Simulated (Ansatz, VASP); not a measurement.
## Ag in VASP and in Ansatz

```xyz
3
Lattice="4.7260 0.0000 0.0000 -2.3630 4.0928 0.0000 0.0000 0.0000 2.8308" Properties=species:S:1:pos:R:3 pbc="T T T"
Ag   -2.3630    4.0928    0.0000
Ag    0.0000    2.7286    1.4154
Ag    2.3630    1.3643    1.4154
```

Alike in both runs: task single point; functional PBE; k mesh 9 × 9 × 13; occupations fermi-dirac, width 0.1 eV; no spin polarisation.

```csv
,VASP,Ansatz
version,VASP 6.6.1,Ansatz 0.2.0
potentials or method,"VASP PAW PBE potentials, release 64 (Ag), cutoff 520 eV","plane waves (420 eV) with PAW, scalar-relativistic"
valence electrons in the cell,33,57
```

|  | VASP | Ansatz | Ansatz less VASP |
| --- | --- | --- | --- |
| pressure (GPa) | -0.1 | 0.0 | +0.11 |
| traceless stress, the component that is largest in VASP (GPa) | -0.13 | -0.13 | -0.004 |

VASP's potentials hold 33 valence electrons a cell and Ansatz's 57, so a difference there can come from the potentials and not from the codes.
